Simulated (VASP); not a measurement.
# LiBr (Fm-3m) in VASP: single point with r2SCAN

Aim: the single point of LiBr with r2SCAN.

Program: VASP 6.6.1. These are calculated values, not measurements. Logs are shortened: lines on timing, memory, paths and dates and some standing lists are left out, and cuts for length are marked.

### Step 1. The cell of the first run

Symmetry: Fm-3m, No. 225, cubic system. The conventional cell has a = 5.481 Å, b = 5.481 Å, c = 5.481 Å, α = 90.00°, β = 90.00°, γ = 90.00°. Within 3.6 Å of Li (site symmetry m-3m) lie 6 Br at 2.74 Å. Within 3.6 Å of Br (site symmetry m-3m) lie 6 Li at 2.74 Å.

### Step 2. Single point, r2SCAN, non-collinear spin, zero start, spin-orbit coupling

File POSCAR:

```
LiBr
1.0
    0.0000000000      2.7404350521      2.7404350521
    2.7404350521      0.0000000000      2.7404350521
    2.7404350521      2.7404350521      0.0000000000
Li Br
1 1
Direct
    0.0000000000      0.0000000000      0.0000000000
    0.5000000000      0.5000000000      0.5000000000
```

File INCAR.step1:

```
PREC = Accurate
ENCUT = 830
ISMEAR = -1
SIGMA = 0.1
LREAL = F
LASPH = T
NELM = 200
MAGMOM = 0 0 0 0 0 0
LSORBIT = T
GGA_COMPAT = F
NBANDS = 22
GGA = PE
ALGO = Normal
EDIFF = 1E-5
LWAVE = T
LCHARG = F
```

File INCAR.step2:

```
PREC = Accurate
ENCUT = 830
EDIFF = 1E-6
ISMEAR = -1
SIGMA = 0.1
LREAL = F
LASPH = T
NELM = 200
ALGO = Normal
ISIF = 2
LWAVE = F
LCHARG = F
MAGMOM = 0 0 0 0 0 0
LORBIT = 11
LSORBIT = T
GGA_COMPAT = F
LORBMOM = T
METAGGA = R2SCAN
LMIXTAU = T
NBANDS = 22
ISTART = 1
```

File KPOINTS:

```
Automatic mesh
0
Gamma
  8 8 8
```

Potentials or basis: VASP PAW PBE potentials, release 64 (Li_sv, Br).

On the command line:

```sh
$ cat potpaw_PBE.64/Li_sv/POTCAR potpaw_PBE.64/Br/POTCAR > POTCAR
$ cp INCAR.step1 INCAR
$ mpirun -np 1 vasp_ncl > vasp.out
$ cp INCAR.step2 INCAR
$ mpirun -np 1 vasp_ncl > vasp.out
```

OUTCAR:

```text
PREC = Accurate
   ENCUT = 830
   EDIFF = 1E-6
   ISMEAR = -1
   LREAL = F
   LASPH = T
   NELM = 200
   ISIF = 2
   LORBIT = 11
   LSORBIT = T
   METAGGA = R2SCAN
   ISTART = 1

 ion  position               nearest neighbor table
   1  0.000  0.000  0.000-
   2  0.500  0.500  0.500-

  LATTYP: Found a face centered cubic cell.
 ALAT       =     5.4808701042

  Lattice vectors:

 A1 = (   0.0000000000,   2.7404350521,   2.7404350521)
 A2 = (   2.7404350521,   0.0000000000,   2.7404350521)
 A3 = (   2.7404350521,   2.7404350521,   0.0000000000)

Analysis of symmetry for initial positions (statically):
=====================================================================
 Subroutine PRICEL returns:
 Original cell was already a primitive cell.

 Routine SETGRP: Setting up the symmetry group for a
 face centered cubic supercell.

 Subroutine GETGRP returns: Found 48 space group operations
 (whereof 48 operations were pure point group operations)
 out of a pool of 48 trial point group operations.

The static configuration has the point symmetry O_h .

Analysis of symmetry for dynamics (positions and initial velocities):
=====================================================================
 Subroutine PRICEL returns:
 Original cell was already a primitive cell.

 Routine SETGRP: Setting up the symmetry group for a
 face centered cubic supercell.

 Subroutine GETGRP returns: Found 48 space group operations
 (whereof 48 operations were pure point group operations)
 out of a pool of 48 trial point group operations.

The dynamic configuration has the point symmetry O_h .

Analysis of structural, dynamic, and magnetic symmetry:
=====================================================================
 Subroutine PRICEL returns:
 Original cell was already a primitive cell.

 Routine SETGRP: Setting up the symmetry group for a
 face centered cubic supercell.

 Subroutine GETGRP returns: Found 48 space group operations
 (whereof 48 operations were pure point group operations)
 out of a pool of 48 trial point group operations.

The overall configuration has the point symmetry O_h .

 Subroutine INISYM returns: Found 48 space group operations
 (whereof 48 operations are pure point group operations),
 and found     1 'primitive' translations

----------------------------------------------------------------------------------------

                                     Primitive cell

  volume of cell :      41.1612

  direct lattice vectors                    reciprocal lattice vectors
     0.000000000  2.740435052  2.740435052    -0.182452782  0.182452782  0.182452782
     2.740435052  0.000000000  2.740435052     0.182452782 -0.182452782  0.182452782
     2.740435052  2.740435052  0.000000000     0.182452782  0.182452782 -0.182452782

  length of vectors
     3.875560417  3.875560417  3.875560417     0.316017489  0.316017489  0.316017489

  position of ions in fractional coordinates (direct lattice)
     0.000000000  0.000000000  0.000000000
     0.500000000  0.500000000  0.500000000

  ion indices of the primitive-cell ions
   primitive index   ion index
                 1           1
                 2           2

----------------------------------------------------------------------------------------

 KPOINTS: Automatic mesh

Automatic generation of k-mesh.
 Grid dimensions read from file:
 generate k-points for:    8    8    8

 Generating k-lattice:

  Cartesian coordinates                     Fractional coordinates (reciprocal lattice)
[... 94 lines left out ...]
   NGX = 19   NGY = 19   NGZ = 19

 number of electron      10.0000001 magnetization      -0.0000000     -0.0000000     -0.0000000

 number of electron      10.0000001 magnetization      -0.0000000      0.0000000     -0.0000000

 number of electron      10.0000001 magnetization       0.0000000      0.0000000      0.0000000

 number of electron      10.0000001 magnetization       0.0000000      0.0000000     -0.0000000

 Free energy of the ion-electron system (eV)
  ---------------------------------------------------
  ext. energy  EPLUGINS =         0.00000000
  ---------------------------------------------------
  free energy    TOTEN  =       -19.17470459 eV

  energy without entropy =      -19.17470459  energy(sigma->0) =      -19.17470459

 E-fermi :   2.4016     XC(G=0):  -8.8472

 val. band max:        0.1845831947   @ k =   0.0000   0.0000   0.0000
 cond. band min:       5.9335073239   @ k =   0.0000   0.0000   0.0000
 fundamental gap:      5.7489241292
 Fermi energy:         2.4015990494

 k-point     1 :       0.0000    0.0000    0.0000
  band No.  band energies     occupation
      1     -45.7108      1.00000
      2     -45.7108      1.00000
      3     -13.9293      1.00000
      4     -13.9293      1.00000
      5      -0.3521      1.00000
      6      -0.3521      1.00000
[... 589 lines left out ...]
     21      15.2011      0.00000
     22      15.2011      0.00000

 [... further k-points ...]

------------------------ aborting loop because EDIFF is reached ----------------------------------------

  FORCE on cell =-STRESS in cart. coord.  units (eV):
  Direction    XX          YY          ZZ          XY          YZ          ZX
  --------------------------------------------------------------------------------------
  -------------------------------------------------------------------------------------
  Total       -0.1041861     -0.1041861     -0.1041861     -0.0000000      0.0000000      0.0000000
  in kB       -4.0553834     -4.0553834     -4.0553834     -0.0000000      0.0000000      0.0000000
  external PRESSURE =      -4.0553834 kB  Pullay stress =       0.0000000 kB

 VOLUME and BASIS-vectors are now :
 -----------------------------------------------------------------------------
  energy-cutoff  :      830.00
  volume of cell :       41.16
      direct lattice vectors                 reciprocal lattice vectors
     0.000000000  2.740435052  2.740435052    -0.182452782  0.182452782  0.182452782
     2.740435052  0.000000000  2.740435052     0.182452782 -0.182452782  0.182452782
     2.740435052  2.740435052  0.000000000     0.182452782  0.182452782 -0.182452782

 POSITION                                       TOTAL-FORCE (eV/Angst)
 -----------------------------------------------------------------------------------
      0.00000      0.00000      0.00000         0.000000      0.000000      0.000000
      2.74044      2.74044      2.74044        -0.000000     -0.000000      0.000000
 -----------------------------------------------------------------------------------
    total drift:                                0.000000      0.000000      0.000000

  FREE ENERGIE OF THE ION-ELECTRON SYSTEM (eV)
  ---------------------------------------------------
  free  energy   TOTEN  =       -19.1747045899 eV

  energy  without entropy=      -19.1747045898  energy(sigma->0) =      -19.17470459

 orbital moment (x)

 # of ion     p       d       tot
 ----------------------------------------
  1         0.000   0.000   0.000
  2         0.000  -0.000  -0.000
 ----------------------------------------
            0.000  -0.000  -0.000

 orbital moment (y)

 # of ion     p       d       tot
 ----------------------------------------
  1         0.000   0.000   0.000
  2         0.000   0.000   0.000
 ----------------------------------------
            0.000   0.000   0.000

 orbital moment (z)

 # of ion     p       d       tot
 ----------------------------------------
  1         0.000   0.000   0.000
  2         0.000   0.000   0.000
 ----------------------------------------
            0.000   0.000   0.000

 Spin-Orbit-Coupling matrix elements

 Ion:    1  E_soc:     -0.0000001
 l=   1
     0.0000000    -0.0000000    -0.0000000
    -0.0000000     0.0000000    -0.0000000
    -0.0000000    -0.0000000     0.0000000
 l=   2
     0.0000000     0.0000000     0.0000000     0.0000000     0.0000000
     0.0000000     0.0000000     0.0000000     0.0000000     0.0000000
     0.0000000     0.0000000     0.0000000     0.0000000     0.0000000
     0.0000000     0.0000000     0.0000000     0.0000000     0.0000000
     0.0000000     0.0000000     0.0000000     0.0000000     0.0000000
 l=   3
     0.0000000     0.0000000     0.0000000     0.0000000     0.0000000     0.0000000     0.0000000
     0.0000000     0.0000000     0.0000000     0.0000000     0.0000000     0.0000000     0.0000000
     0.0000000     0.0000000     0.0000000     0.0000000     0.0000000     0.0000000     0.0000000
     0.0000000     0.0000000     0.0000000     0.0000000     0.0000000     0.0000000     0.0000000
     0.0000000     0.0000000     0.0000000     0.0000000     0.0000000     0.0000000     0.0000000
     0.0000000     0.0000000     0.0000000     0.0000000     0.0000000     0.0000000     0.0000000
     0.0000000     0.0000000     0.0000000     0.0000000     0.0000000     0.0000000     0.0000000

 Ion:    2  E_soc:     -0.0473059
 l=   1
     0.0000000    -0.0078830    -0.0078830
    -0.0078830     0.0000000    -0.0078830
    -0.0078830    -0.0078830     0.0000000
 l=   2
     0.0000000    -0.0000003     0.0000000    -0.0000003    -0.0000010
    -0.0000003     0.0000000    -0.0000008    -0.0000003    -0.0000003
     0.0000000    -0.0000008     0.0000000    -0.0000008     0.0000000
    -0.0000003    -0.0000003    -0.0000008     0.0000000    -0.0000003
    -0.0000010    -0.0000003     0.0000000    -0.0000003     0.0000000
 l=   3
     0.0000000     0.0000000     0.0000000     0.0000000     0.0000000     0.0000000     0.0000000
     0.0000000     0.0000000     0.0000000     0.0000000     0.0000000     0.0000000     0.0000000
     0.0000000     0.0000000     0.0000000     0.0000000     0.0000000     0.0000000     0.0000000
     0.0000000     0.0000000     0.0000000     0.0000000     0.0000000     0.0000000     0.0000000
     0.0000000     0.0000000     0.0000000     0.0000000     0.0000000     0.0000000     0.0000000
     0.0000000     0.0000000     0.0000000     0.0000000     0.0000000     0.0000000     0.0000000
     0.0000000     0.0000000     0.0000000     0.0000000     0.0000000     0.0000000     0.0000000

 total charge

# of ion       s       p       d       tot
------------------------------------------
    1        2.003   0.009   0.000   2.012
    2        1.596   3.357   0.005   4.958
--------------------------------------------------
tot          3.598   3.366   0.005   6.969

 magnetization (x)

# of ion       s       p       d       tot
------------------------------------------
    1       -0.000   0.000   0.000  -0.000
    2        0.000   0.000   0.000   0.000
--------------------------------------------------
tot         -0.000   0.000   0.000  -0.000

 magnetization (y)

# of ion       s       p       d       tot
------------------------------------------
    1       -0.000  -0.000   0.000  -0.000
    2        0.000  -0.000   0.000  -0.000
--------------------------------------------------
tot         -0.000  -0.000   0.000  -0.000

 magnetization (z)

# of ion       s       p       d       tot
------------------------------------------
    1        0.000   0.000   0.000   0.000
    2        0.000   0.000  -0.000   0.000
--------------------------------------------------
tot          0.000   0.000  -0.000   0.000
```

Run time: 9.2 min. Hardware: 1 thread of Intel Xeon Platinum 8259CL at 2.50GHz (Skylake/Cascade Lake), shared host; peak memory 0.52 GiB.

What came out:

```yaml
Free_energy: -19.1747 eV
Pressure: -0.4 GPa
Net_moment: 0.00 μB per cell
Valence_electrons_inside_the_program's_atomic_spheres: Li 2.01; Br 4.96
```

Moments on the atoms (μB; x, y, z):
```
Li  0.00 0.00 0.00
Br  0.00 0.00 0.00
```

Caveat: the PAW data sets were made with another functional, which shifts forces and pressure a little.
